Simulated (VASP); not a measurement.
# Hf4ScN (F-43m) in VASP: single point with PBE

Aim: the single point of Hf4ScN with PBE.

All numbers are computed with VASP 6.6.1; they aren't measurements. Logs are shortened: lines on timing, memory, paths and dates and some standing lists are left out, and cuts for length are marked.

## Step 1: The cell of the first run

It takes space group F-43m (No. 216, cubic). Conventional cell: a = 7.576 Å, b = 7.576 Å, c = 7.576 Å, α = 90.00°, β = 90.00°, γ = 90.00°. Within 2.5 Å of Hf (site symmetry 3m) lie 1 Sc at 1.88 Å and 3 Hf at 2.29 Å. Within 2.5 Å of Sc (site symmetry -43m) lie 4 Hf at 1.88 Å. Within 4.2 Å of N (site symmetry -43m) lie 12 Hf at 3.19 Å and 4 Sc at 3.28 Å.

## Step 2: Single point, PBE

Contents of INCAR:

```
PREC = Accurate
ENCUT = 520
EDIFF = 1E-6
ISMEAR = 0
SIGMA = 0.1
LREAL = F
LASPH = T
NELM = 100
ALGO = Normal
ISIF = 2
LWAVE = F
LCHARG = T
GGA = PE
LELF = T
LVHAR = T
NBANDS = 37
```

Contents of KPOINTS:

```
Automatic mesh
0
Gamma
  4 4 4
```

Contents of POSCAR:

```
Hf4ScN
1.0
    0.0000000000      3.7880471700      3.7880471700
    3.7880471700      0.0000000000      3.7880471700
    3.7880471700      3.7880471700      0.0000000000
Hf Sc N
4 1 1
Direct
    0.1066425200      0.1066425200      0.1066425200
    0.1066425200      0.1066425200      0.6800724400
    0.1066425200      0.6800724400      0.1066425200
    0.6800724400      0.1066425200      0.1066425200
    0.2500000000      0.2500000000      0.2500000000
    0.5000000000      0.5000000000      0.5000000000
```

Potentials or basis: VASP PAW PBE potentials, release 64 (Hf_pv, Sc_sv, N).

Started as:

```sh
$ cat potpaw_PBE.64/Hf_pv/POTCAR potpaw_PBE.64/Sc_sv/POTCAR potpaw_PBE.64/N/POTCAR > POTCAR
$ mpirun -np 1 vasp_std > vasp.out
```

OUTCAR:

```text
PREC = Accurate
   ENCUT = 520
   EDIFF = 1E-6
   ISMEAR = 0
   LREAL = F
   LASPH = T
   NELM = 100
   ISIF = 2
   GGA = PE

 ion  position               nearest neighbor table
   1  0.107  0.107  0.107-   5 1.88   3 2.29   4 2.29   2 2.29   3 3.07   2 3.07   4 3.07
   2  0.107  0.107  0.680-   5 1.88   3 2.29   4 2.29   1 2.29   4 3.07   3 3.07   1 3.07
   3  0.107  0.680  0.107-   5 1.88   2 2.29   4 2.29   1 2.29   4 3.07   2 3.07   1 3.07
   4  0.680  0.107  0.107-   5 1.88   2 2.29   3 2.29   1 2.29   3 3.07   2 3.07   1 3.07
   5  0.250  0.250  0.250-   1 1.88   2 1.88   3 1.88   4 1.88
   6  0.500  0.500  0.500-

  LATTYP: Found a face centered cubic cell.
 ALAT       =     7.5760943400

  Lattice vectors:

 A1 = (   0.0000000000,   3.7880471700,   3.7880471700)
 A2 = (   3.7880471700,   0.0000000000,   3.7880471700)
 A3 = (   3.7880471700,   3.7880471700,   0.0000000000)

Analysis of symmetry for initial positions (statically):
=====================================================================
 Subroutine PRICEL returns:
 Original cell was already a primitive cell.

 Routine SETGRP: Setting up the symmetry group for a
 face centered cubic supercell.

 Subroutine GETGRP returns: Found 24 space group operations
 (whereof 24 operations were pure point group operations)
 out of a pool of 48 trial point group operations.

The static configuration has the point symmetry T_d .

Analysis of symmetry for dynamics (positions and initial velocities):
=====================================================================
 Subroutine PRICEL returns:
 Original cell was already a primitive cell.

 Routine SETGRP: Setting up the symmetry group for a
 face centered cubic supercell.

 Subroutine GETGRP returns: Found 24 space group operations
 (whereof 24 operations were pure point group operations)
 out of a pool of 48 trial point group operations.

The dynamic configuration has the point symmetry T_d .

 Subroutine INISYM returns: Found 24 space group operations
 (whereof 24 operations are pure point group operations),
 and found     1 'primitive' translations

----------------------------------------------------------------------------------------

                                     Primitive cell

  volume of cell :     108.7117

  direct lattice vectors                    reciprocal lattice vectors
     0.000000000  3.788047170  3.788047170    -0.131994132  0.131994132  0.131994132
     3.788047170  0.000000000  3.788047170     0.131994132 -0.131994132  0.131994132
     3.788047170  3.788047170  0.000000000     0.131994132  0.131994132 -0.131994132

  length of vectors
     5.357107683  5.357107683  5.357107683     0.228620544  0.228620544  0.228620544

  position of ions in fractional coordinates (direct lattice)
     0.106642520  0.106642520  0.106642520
     0.106642520  0.106642520  0.680072440
     0.106642520  0.680072440  0.106642520
     0.680072440  0.106642520  0.106642520
     0.250000000  0.250000000  0.250000000
     0.500000000  0.500000000  0.500000000

  ion indices of the primitive-cell ions
   primitive index   ion index
                 1           1
                 2           2
                 3           3
                 4           4
                 5           5
                 6           6

----------------------------------------------------------------------------------------

 KPOINTS: Automatic mesh

Automatic generation of k-mesh.
 Grid dimensions read from file:
 generate k-points for:    4    4    4

 Generating k-lattice:

  Cartesian coordinates                     Fractional coordinates (reciprocal lattice)
    -0.032998533  0.032998533  0.032998533     0.250000000  0.000000000  0.000000000
     0.032998533 -0.032998533  0.032998533     0.000000000  0.250000000  0.000000000
     0.032998533  0.032998533 -0.032998533     0.000000000  0.000000000  0.250000000

  Length of vectors
     0.057155136  0.057155136  0.057155136

  Shift w.r.t. Gamma in fractional coordinates (k-lattice)
     0.000000000  0.000000000  0.000000000

 Subroutine IBZKPT returns following result:
 ===========================================

 Found      8 irreducible k-points:

 Following reciprocal coordinates:
            Coordinates               Weight
  0.000000  0.000000  0.000000      1.000000
  0.250000  0.000000  0.000000      8.000000
  0.500000  0.000000  0.000000      4.000000
  0.250000  0.250000  0.000000      6.000000
  0.500000  0.250000  0.000000     24.000000
 -0.250000  0.250000  0.000000     12.000000
  0.500000  0.500000  0.000000      3.000000
 -0.250000  0.500000  0.250000      6.000000
   k-points           NKPTS =      8   k-points in BZ     NKDIM =      8   number of bands    NBANDS=     37
   number of dos      NEDOS =    301   number of ions     NIONS =      6
   total plane-waves  NPLWV =  64000
   dimension x,y,z NGX =    40 NGY =   40 NGZ =   40
   dimension x,y,z NGXF=    80 NGYF=   80 NGZF=   80
   ions per type =               4   1   1
   NGX,Y,Z   is equivalent  to a cutoff of  12.41, 12.41, 12.41 a.u.
   NGXF,Y,Z  is equivalent  to a cutoff of  24.83, 24.83, 24.83 a.u.
 SYSTEM =  unknown system
   PREC   = accura    normal or accurate (medium, high low for compatibility)
   ISTART =      0    job   : 0-new  1-cont  2-samecut
   ICHARG =      2    charge: 1-file 2-atom 10-const
   ISPIN  =      1    spin polarized calculation?
   LNONCOLLINEAR =      F non collinear calculations
   LSORBIT =      F    spin-orbit coupling
   LASPH  =      T    aspherical Exc in radial PAW
   ENCUT  =  520.0 eV  38.22 Ry    6.18 a.u.   9.96  9.96  9.96*2*pi/ulx,y,z
   NELM   =    100;   NELMIN=  2; NELMDL= -5     # of ELM steps
   EDIFF  = 0.1E-05   stopping-criterion for ELM
   LREAL  =      F    real-space projection
   EDIFFG = 0.1E-04   stopping-criterion for IOM
   NSW    =      0    number of steps for IOM
   IBRION =     -1    ionic relax: 0-MD 1-quasi-New 2-CG
   NFREE  =      0    steps in history (QN), initial steepest desc. (CG)
   ISIF   =      2    stress and relaxation
   ISYM   =      2    0-nonsym 1-usesym 2-fastsym
   POTIM  = 0.5000    time-step for ionic-motion
   TEBEG  =    0.0;   TEEND  =   0.0 temperature during run
   PSTRESS=    0.0 pullay stress
   NELECT =      56.0000    total number of electrons
   NUPDOWN=      -1.0000    fix difference up-down
   EMIN   =  10.00;   EMAX   =-10.00  energy-range for DOS
   EFERMI =   0.00;   METHOD = LEGACY
   ISMEAR =     0;   SIGMA  =   0.10  broadening in eV -4-tet -1-fermi 0-gaus
   EFERMI_NEDOS =   21; number of points for ismear=-14 and -15
   IALGO  =     38    algorithm
   IMIX   =      4    mixing-type and parameters
     AMIX     =   0.40;   BMIX     =  1.00
     AMIX_MAG =   1.60;   BMIX_MAG =  1.00
  volume/ion in A,a.u.               =      18.12       122.27
  Fermi-wavevector in a.u.,A,eV,Ry     =   1.312337  2.479958 23.432350  1.722229
  Thomas-Fermi vector in A             =   2.442737
   LORBIT       =      0    0 simple, 1 ext, 2 COOP (PROOUT), +10 PAW based schemes
   GGA     = PE    functional components
   LHFCALC =     F    Hartree Fock is set to
   AEXX    =    0.0000 exact exchange contribution
   IVDW    =     0    specifies the selected vdW correction
   LEPSILON=     F    determine dielectric tensor
   LRPA    =     F    only Hartree local field effects (RPA)
 non-spin polarized calculation
 Gauss-broadening in eV      SIGMA  =   0.10
  energy-cutoff  :      520.00
  volume of cell :      108.71
 maximum number of plane-waves:      2954
   NGX = 19   NGY = 19   NGZ = 19

 number of electron      55.9999990 magnetization

 Free energy of the ion-electron system (eV)
  ---------------------------------------------------
  ext. energy  EPLUGINS =         0.00000000
  ---------------------------------------------------
  free energy    TOTEN  =       -19.69805852 eV

  energy without entropy =      -19.66110535  energy(sigma->0) =      -19.67958193

 E-fermi :   4.0214     XC(G=0): -10.8949

 val. band max:        3.9633900973   @ k =   0.2500   0.0000   0.0000
 cond. band min:       4.0524560352   @ k =   0.5000   0.2500   0.0000
 fundamental gap:      0.0890659380
 Fermi energy:         4.0214398631

 k-point     1 :       0.0000    0.0000    0.0000
  band No.  band energies     occupation
      1     -44.5734      2.00000
      2     -29.2870      2.00000
      3     -29.2870      2.00000
      4     -29.2870      2.00000
      5     -29.0972      2.00000
      6     -26.8187      2.00000
[... 29 lines left out ...]
     36       9.4711      0.00000
     37       9.4953      0.00000

 k-point     2 :       0.2500    0.0000    0.0000
  band No.  band energies     occupation
      1     -44.5376      2.00000
      2     -30.4562      2.00000
      3     -29.1886      2.00000
      4     -29.1886      2.00000
      5     -27.9016      2.00000
      6     -26.7983      2.00000
[... 29 lines left out ...]
     36       8.7256      0.00000
     37       8.7602      0.00000

 k-point     3 :       0.5000    0.0000    0.0000
  band No.  band energies     occupation
      1     -44.5013      2.00000
      2     -30.9637      2.00000
      3     -29.0796      2.00000
      4     -29.0796      2.00000
      5     -27.4190      2.00000
      6     -26.7548      2.00000
[... 29 lines left out ...]
     36       8.5135      0.00000
     37       8.5135      0.00000

 k-point     4 :       0.2500    0.2500    0.0000
  band No.  band energies     occupation
      1     -44.5255      2.00000
      2     -30.6757      2.00000
      3     -29.0915      2.00000
      4     -29.0915      2.00000
      5     -27.8143      2.00000
      6     -26.8564      2.00000
[... 29 lines left out ...]
     36       8.4849      0.00000
     37       8.5955      0.00000

 k-point     5 :       0.5000    0.2500    0.0000
  band No.  band energies     occupation
      1     -44.4891      2.00000
      2     -31.1343      2.00000
      3     -28.9674      2.00000
      4     -28.9228      2.00000
      5     -27.4109      2.00000
      6     -26.9094      2.00000
[... 29 lines left out ...]
     36       7.8838      0.00000
     37       7.9035      0.00000

 k-point     6 :      -0.2500    0.2500    0.0000
  band No.  band energies     occupation
      1     -44.5013      2.00000
      2     -30.9869      2.00000
      3     -29.0771      2.00000
      4     -28.9624      2.00000
      5     -27.4900      2.00000
      6     -26.8280      2.00000
[... 29 lines left out ...]
     36       7.6704      0.00000
     37       8.3714      0.00000

 k-point     7 :       0.5000    0.5000    0.0000
  band No.  band energies     occupation
      1     -44.4769      2.00000
      2     -31.2753      2.00000
      3     -28.8391      2.00000
      4     -28.8391      2.00000
      5     -27.4173      2.00000
      6     -26.8945      2.00000
[... 29 lines left out ...]
     36       6.8533      0.00000
     37       6.8533      0.00000

 k-point     8 :      -0.2500    0.5000    0.2500
  band No.  band energies     occupation
      1     -44.4769      2.00000
      2     -31.2722      2.00000
      3     -28.8635      2.00000
      4     -28.8532      2.00000
      5     -27.3194      2.00000
      6     -27.0021      2.00000
[... 29 lines left out ...]
     36       7.9041      0.00000
     37       7.9207      0.00000

------------------------ aborting loop because EDIFF is reached ----------------------------------------

  FORCE on cell =-STRESS in cart. coord.  units (eV):
  Direction    XX          YY          ZZ          XY          YZ          ZX
  --------------------------------------------------------------------------------------
  -------------------------------------------------------------------------------------
  Total       58.4349003     58.4349003     58.4349003     -0.0000000      0.0000000      0.0000000
  in kB      861.2054294    861.2054294    861.2054294     -0.0000000      0.0000000      0.0000000
  external PRESSURE =     861.2054294 kB  Pullay stress =       0.0000000 kB

 VOLUME and BASIS-vectors are now :
 -----------------------------------------------------------------------------
  energy-cutoff  :      520.00
  volume of cell :      108.71
      direct lattice vectors                 reciprocal lattice vectors
     0.000000000  3.788047170  3.788047170    -0.131994132  0.131994132  0.131994132
     3.788047170  0.000000000  3.788047170     0.131994132 -0.131994132  0.131994132
     3.788047170  3.788047170  0.000000000     0.131994132  0.131994132 -0.131994132

 POSITION                                       TOTAL-FORCE (eV/Angst)
 -----------------------------------------------------------------------------------
      0.80793      0.80793      0.80793         0.522210      0.522210      0.522210
      2.98011      2.98011      0.80793        -0.522210     -0.522210      0.522210
      2.98011      0.80793      2.98011        -0.522210      0.522210     -0.522210
      0.80793      2.98011      2.98011         0.522210     -0.522210     -0.522210
      1.89402      1.89402      1.89402         0.000000      0.000000      0.000000
      3.78805      3.78805      3.78805        -0.000000     -0.000000      0.000000
 -----------------------------------------------------------------------------------
    total drift:                                0.000000      0.000000      0.000000

  FREE ENERGIE OF THE ION-ELECTRON SYSTEM (eV)
  ---------------------------------------------------
  free  energy   TOTEN  =       -19.6980585151 eV

  energy  without entropy=      -19.6611053491  energy(sigma->0) =      -19.67958193
```

Wall time 53 s (1 thread of Intel Xeon Platinum 8259CL at 2.50GHz (Skylake/Cascade Lake), shared host); peak memory 0.24 GiB.

What came out:

- Free energy: -19.6981 eV
- Pressure: 86.1 GPa
- Largest force: 0.904 eV/Å
- Band gap on the k mesh: zero (band 28 reaches 4.28 eV, above the bottom of band 29 at 3.87 eV)

Forces on the atoms (eV/Å):
```
Hf   0.522  0.522  0.522
Hf  -0.522 -0.522  0.522
Hf  -0.522  0.522 -0.522
Hf   0.522 -0.522 -0.522
Sc   0.000  0.000  0.000
N    0.000  0.000  0.000
```

Caveat: spin-orbit coupling is left out, which moves the levels of the heavy elements.
